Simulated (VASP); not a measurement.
# TaN (Fm-3m) in VASP: notebook

The runs below take TaN through single point, with r2SCAN+U.

Everything below comes from runs of VASP 6.6.1. Logs are shortened: lines on timing, memory, paths and dates and some standing lists are left out, and cuts for length are marked.

### 1 The cell of the first run

Symmetry: Fm-3m, No. 225, cubic system. The conventional cell has a = 4.358 Å, b = 4.358 Å, c = 4.358 Å, α = 90.00°, β = 90.00°, γ = 90.00°. Ta (site symmetry m-3m) has 6 N at 2.18 Å within 2.9 Å. N (site symmetry m-3m) has 6 Ta at 2.18 Å within 2.9 Å.

### 2 Single point, r2SCAN+U, collinear spin, zero start

File POSCAR:

```
TaN
1.0
    0.0000000000      2.1790013100      2.1790013100
    2.1790013100      0.0000000000      2.1790013100
    2.1790013100      2.1790013100      0.0000000000
Ta N
1 1
Direct
    0.5000000000      0.5000000000      0.5000000000
    0.0000000000      0.0000000000      0.0000000000
```

File INCAR.step1:

```
SYSTEM = TaN
ALGO = Normal ; EDIFF = 1E-5
ENCUT = 1460 ; GGA = PE
GGA_COMPAT = .FALSE. ; ISMEAR = 0
ISPIN = 2 ; LASPH = .TRUE.
LCHARG = .FALSE. ; LDAU = .TRUE.
LDAUJ = 0 0 ; LDAUL = 2 -1
LDAUTYPE = 2 ; LDAUU = 1 0
LMAXMIX = 4 ; LREAL = .FALSE.
LWAVE = .TRUE. ; MAGMOM = 0 0
NBANDS = 20 ; NELM = 200
PREC = Accurate ; SIGMA = 0.05
```

File INCAR.step2:

```
SYSTEM = TaN
ALGO = Normal ; EDIFF = 1E-6
ENCUT = 1460 ; GGA_COMPAT = .FALSE.
ISIF = 2 ; ISMEAR = 0
ISPIN = 2 ; ISTART = 1
LASPH = .TRUE. ; LCHARG = .FALSE.
LDAU = .TRUE. ; LDAUJ = 0 0
LDAUL = 2 -1 ; LDAUPRINT = 1
LDAUTYPE = 2 ; LDAUU = 1 0
LMAXMIX = 4 ; LMIXTAU = .TRUE.
LORBIT = 11 ; LREAL = .FALSE.
LWAVE = .FALSE. ; MAGMOM = 0 0
METAGGA = R2SCAN ; NBANDS = 20
NELM = 200 ; PREC = Accurate
SIGMA = 0.05
```

File KPOINTS:

```
k-points
0
G
  7 7 7
  0 0 0
```

Potentials or basis: VASP PAW PBE potentials, release 64 (Ta_sv_GW, N_h).

Launch:

```bash
cat potpaw_PBE.64/Ta_sv_GW/POTCAR potpaw_PBE.64/N_h/POTCAR > POTCAR
cp INCAR.step1 INCAR
mpirun -np 1 vasp_std > vasp.out
cp INCAR.step2 INCAR
mpirun -np 1 vasp_std > vasp.out
```

OUTCAR:

```text
SYSTEM = TaN
   EDIFF = 1E-6
   ENCUT = 1460
   ISIF = 2
   ISMEAR = 0
   ISPIN = 2
   ISTART = 1
   LASPH = .TRUE.
   LORBIT = 11
   LREAL = .FALSE.
   METAGGA = R2SCAN
   NELM = 200
   PREC = Accurate

 ion  position               nearest neighbor table
   1  0.500  0.500  0.500-   2 2.18   2 2.18   2 2.18   2 2.18   2 2.18   2 2.18
   2  0.000  0.000  0.000-   1 2.18   1 2.18   1 2.18   1 2.18   1 2.18   1 2.18

  LATTYP: Found a face centered cubic cell.
 ALAT       =     4.3580026200

  Lattice vectors:

 A1 = (   0.0000000000,   2.1790013100,   2.1790013100)
 A2 = (   2.1790013100,   0.0000000000,   2.1790013100)
 A3 = (   2.1790013100,   2.1790013100,   0.0000000000)

Analysis of symmetry for initial positions (statically):
=====================================================================
 Subroutine PRICEL returns:
 Original cell was already a primitive cell.

 Routine SETGRP: Setting up the symmetry group for a
 face centered cubic supercell.

 Subroutine GETGRP returns: Found 48 space group operations
 (whereof 48 operations were pure point group operations)
 out of a pool of 48 trial point group operations.

The static configuration has the point symmetry O_h .

Analysis of symmetry for dynamics (positions and initial velocities):
=====================================================================
 Subroutine PRICEL returns:
 Original cell was already a primitive cell.

 Routine SETGRP: Setting up the symmetry group for a
 face centered cubic supercell.

 Subroutine GETGRP returns: Found 48 space group operations
 (whereof 48 operations were pure point group operations)
 out of a pool of 48 trial point group operations.

The dynamic configuration has the point symmetry O_h .

Analysis of structural, dynamic, and magnetic symmetry:
=====================================================================
 Subroutine PRICEL returns:
 Original cell was already a primitive cell.

 Routine SETGRP: Setting up the symmetry group for a
 face centered cubic supercell.

 Subroutine GETGRP returns: Found 48 space group operations
 (whereof 48 operations were pure point group operations)
 out of a pool of 48 trial point group operations.

The overall configuration has the point symmetry O_h .

[... 164 lines left out ...]
  o =  0.2635  v =  0.0000  0.0000  0.0000  0.0000  0.0000  0.0000 -0.0251  0.0000  0.9997 -0.0000      0.0000  0.0000  0.0000  0.0000  0.0000  0.0000  0.0000  0.0000  0.0000  0.0000
  o =  0.2635  v =  0.0000  0.0000  0.0000  0.0000  0.0000  1.0000  0.0000  0.0000  0.0000  0.0000      0.0000  0.0000  0.0000  0.0000  0.0000  0.0000  0.0000  0.0000  0.0000  0.0000
  o =  0.2635  v =  0.0000  0.9877  0.0000  0.1561 -0.0000  0.0000  0.0000  0.0000  0.0000  0.0000      0.0000  0.0000  0.0000  0.0000  0.0000  0.0000  0.0000  0.0000  0.0000  0.0000
  o =  0.2635  v =  0.0000  0.1561 -0.0000 -0.9877  0.0000  0.0000  0.0000  0.0000  0.0000  0.0000      0.0000  0.0000  0.0000  0.0000  0.0000  0.0000  0.0000  0.0000  0.0000  0.0000
  o =  0.2635  v =  1.0000  0.0000  0.0000  0.0000  0.0000  0.0000  0.0000  0.0000  0.0000  0.0000      0.0000  0.0000  0.0000  0.0000  0.0000  0.0000  0.0000  0.0000  0.0000  0.0000

 number of electron      18.0000000 magnetization       0.0000000

 Free energy of the ion-electron system (eV)
  ---------------------------------------------------
  ext. energy  EPLUGINS =         0.00000000
  ---------------------------------------------------
  free energy    TOTEN  =       -61.30079325 eV

  energy without entropy =      -61.29990662  energy(sigma->0) =      -61.30034993

 E-fermi :  14.7624     XC(G=0): -14.9530

 val. band max:       14.6802215102   @ k =  -0.2857   0.1429   0.0000
 cond. band min:      14.8010613377   @ k =   0.2857   0.0000   0.0000
 fundamental gap:      0.1208398275
 Fermi energy:        14.7624156672

 spin component 1

 k-point     1 :       0.0000    0.0000    0.0000
  band No.  band energies     occupation
      1     -57.1357      1.00000
      2     -22.5874      1.00000
      3     -22.5874      1.00000
      4     -22.5874      1.00000
      5      -5.5329      1.00000
      6      10.4934      1.00000
[... 436 lines left out ...]
      6       6.3156      1.00000
[... 12 lines left out ...]
     19      35.8950      0.00000
     20      39.4331      0.00000
 Fermi energy:        14.7624156672

 spin component 2

 k-point     1 :       0.0000    0.0000    0.0000
  band No.  band energies     occupation
      1     -57.1357      1.00000
      2     -22.5874      1.00000
      3     -22.5874      1.00000
      4     -22.5874      1.00000
      5      -5.5329      1.00000
      6      10.4934      1.00000
[... 449 lines left out ...]
     19      35.8950      0.00000
     20      39.4331      0.00000

------------------------ aborting loop because EDIFF is reached ----------------------------------------

  FORCE on cell =-STRESS in cart. coord.  units (eV):
  Direction    XX          YY          ZZ          XY          YZ          ZX
  --------------------------------------------------------------------------------------
  -------------------------------------------------------------------------------------
  Total        1.6133209      1.6133209      1.6133209      0.0000000      0.0000000      0.0000000
  in kB      124.9191052    124.9191052    124.9191052      0.0000000      0.0000000      0.0000000
  external PRESSURE =     124.9191052 kB  Pullay stress =       0.0000000 kB

 VOLUME and BASIS-vectors are now :
 -----------------------------------------------------------------------------
  energy-cutoff  :     1460.00
  volume of cell :       20.69
      direct lattice vectors                 reciprocal lattice vectors
     0.000000000  2.179001310  2.179001310    -0.229462918  0.229462918  0.229462918
     2.179001310  0.000000000  2.179001310     0.229462918 -0.229462918  0.229462918
     2.179001310  2.179001310  0.000000000     0.229462918  0.229462918 -0.229462918

 POSITION                                       TOTAL-FORCE (eV/Angst)
 -----------------------------------------------------------------------------------
      2.17900      2.17900      2.17900        -0.000000     -0.000000      0.000000
      0.00000      0.00000      0.00000         0.000000      0.000000     -0.000000
 -----------------------------------------------------------------------------------
    total drift:                                0.000000     -0.000000      0.000000

  FREE ENERGIE OF THE ION-ELECTRON SYSTEM (eV)
  ---------------------------------------------------
  free  energy   TOTEN  =       -61.3007932483 eV

  energy  without entropy=      -61.2999066206  energy(sigma->0) =      -61.30034993

 total charge

# of ion       s       p       d       f       tot
--------------------------------------------------
    1        2.663   6.060   2.348   0.149  11.220
    2        0.717   1.536   0.000   0.000   2.253
--------------------------------------------------
tot          3.381   7.595   2.348   0.149  13.473

 magnetization (x)

# of ion       s       p       d       f       tot
--------------------------------------------------
    1        0.000  -0.000   0.000  -0.000   0.000
    2        0.000  -0.000   0.000   0.000  -0.000
--------------------------------------------------
tot          0.000  -0.000   0.000  -0.000   0.000
```

OUTCAR.step1:

```text
SYSTEM = TaN
   EDIFF = 1E-5
   ENCUT = 1460
   GGA = PE
   ISMEAR = 0
   ISPIN = 2
[... 1160 lines left out ...]
      2.17900      2.17900      2.17900        -0.000000      0.000000     -0.000000
      0.00000      0.00000      0.00000         0.000000     -0.000000      0.000000
 -----------------------------------------------------------------------------------
    total drift:                                0.000000     -0.000000      0.000000

  FREE ENERGIE OF THE ION-ELECTRON SYSTEM (eV)
  ---------------------------------------------------
  free  energy   TOTEN  =       -23.4264357665 eV

  energy  without entropy=      -23.4254192878  energy(sigma->0) =      -23.42592753
```

Wall time 11 min (1 thread of AMD EPYC, shared host); peak memory 0.35 GiB.

Results:

| Item | Value |
| --- | --- |
| Free energy | -61.3008 eV |
| Pressure | 12.5 GPa |
| Band gap on the k mesh | zero (filled and empty bands overlap) |
| Net moment | 0.00 μB per cell |
| Valence electrons inside the program's atomic spheres | Ta 11.22; N 2.25 |

Levels at points of the mesh, in eV from the Fermi level:
Spin up:
```
           k point  band 6  band 7  band 8  band 9  band 10  band 11  band 12  band 13
(0.00, 0.00, 0.00)   -4.27   -4.27   -4.27   -2.23    -2.23    -2.23     0.23     0.23
```
Spin down:
| k point | band 6 | band 7 | band 8 | band 9 | band 10 | band 11 | band 12 | band 13 |
| --- | --- | --- | --- | --- | --- | --- | --- | --- |
| (0.00, 0.00, 0.00) | -4.27 | -4.27 | -4.27 | -2.23 | -2.23 | -2.23 | 0.23 | 0.23 |

Eigenvalues of the final occupation matrices:
| site | spin | trace | eigenvalues |
| --- | --- | --- | --- |
| site 1 d | 1 | 1.20 | 0.20 0.20 0.26 0.26 0.26 |
| site 1 d | 2 | 1.20 | 0.20 0.20 0.26 0.26 0.26 |

Caveat: the cell stands under pressure; the PAW data sets were made with another functional, which shifts forces and pressure a little; spin-orbit coupling is left out, which moves the levels of the heavy elements.

### 3 Single point, r2SCAN+U, collinear spin

POSCAR is that of step 2.

File INCAR.step1:

```
SYSTEM = TaN
ALGO = Normal
EDIFF = 1E-5
ENCUT = 1460
GGA = PE
GGA_COMPAT = .False.
ISMEAR = 0
ISPIN = 2
LASPH = .True.
LCHARG = .False.
LDAU = .True.
LDAUJ = 0 0
LDAUL = 2 -1
LDAUTYPE = 2
LDAUU = 1 0
LMAXMIX = 4
LREAL = .False.
LWAVE = .True.
MAGMOM = 2 0
NBANDS = 20
NELM = 200
PREC = Accurate
SIGMA = 0.05
```

File INCAR.step2:

```
SYSTEM = TaN
ALGO = Normal
EDIFF = 1E-6
ENCUT = 1460
GGA_COMPAT = .False.
ISIF = 2
ISMEAR = 0
ISPIN = 2
ISTART = 1
LASPH = .True.
LCHARG = .False.
LDAU = .True.
LDAUJ = 0 0
LDAUL = 2 -1
LDAUPRINT = 1
LDAUTYPE = 2
LDAUU = 1 0
LMAXMIX = 4
LMIXTAU = .True.
LORBIT = 11
LREAL = .False.
LWAVE = .False.
MAGMOM = 2 0
METAGGA = R2SCAN
NBANDS = 20
NELM = 200
PREC = Accurate
SIGMA = 0.05
```

File KPOINTS:

```
k-points
0
Gamma
  7 7 7
  0 0 0
```

Potentials or basis: VASP PAW PBE potentials, release 64 (Ta_sv_GW, N_h).

Launch:

```bash
cat potpaw_PBE.64/Ta_sv_GW/POTCAR potpaw_PBE.64/N_h/POTCAR > POTCAR
cp INCAR.step1 INCAR
mpirun -np 1 vasp_std > vasp.out
cp INCAR.step2 INCAR
mpirun -np 1 vasp_std > vasp.out
```

Wall time 2.9 min (1 thread of Intel Xeon Platinum 8488C (Sapphire Rapids), shared host); peak memory 0.38 GiB.

It converged, with:

```yaml
Free_energy: -61.3008 eV
Pressure: 12.5 GPa
Band_gap_on_the_k_mesh: zero (filled and empty bands overlap)
Net_moment: 0.00 μB per cell
Valence_electrons_inside_the_program's_atomic_spheres: Ta 11.22; N 2.25
```

Levels at points of the mesh, in eV from the Fermi level:
Spin up:
| k point | band 5 | band 6 | band 7 | band 8 | band 9 | band 10 | band 11 | band 12 | band 13 | band 14 |
| --- | --- | --- | --- | --- | --- | --- | --- | --- | --- | --- |
| (0.00, 0.00, 0.00) | -20.30 | -4.27 | -4.27 | -4.27 | -2.23 | -2.23 | -2.23 | 0.23 | 0.23 | 1.87 |
Spin down:
```csv
k point,band 5,band 6,band 7,band 8,band 9,band 10,band 11,band 12,band 13,band 14
"(0.00, 0.00, 0.00)",-20.30,-4.27,-4.27,-4.27,-2.23,-2.23,-2.23,0.23,0.23,1.87
```

Eigenvalues of the final occupation matrices:
| site | spin | trace | eigenvalues |
| --- | --- | --- | --- |
| site 1 d | 1 | 1.20 | 0.20 0.20 0.26 0.26 0.26 |
| site 1 d | 2 | 1.20 | 0.20 0.20 0.26 0.26 0.26 |

Caveat: the cell stands under pressure; the PAW data sets were made with another functional, which shifts forces and pressure a little; spin-orbit coupling is left out, which moves the levels of the heavy elements.

The gap in the log of VASP goes by the Fermi energy; the results here count the filled bands.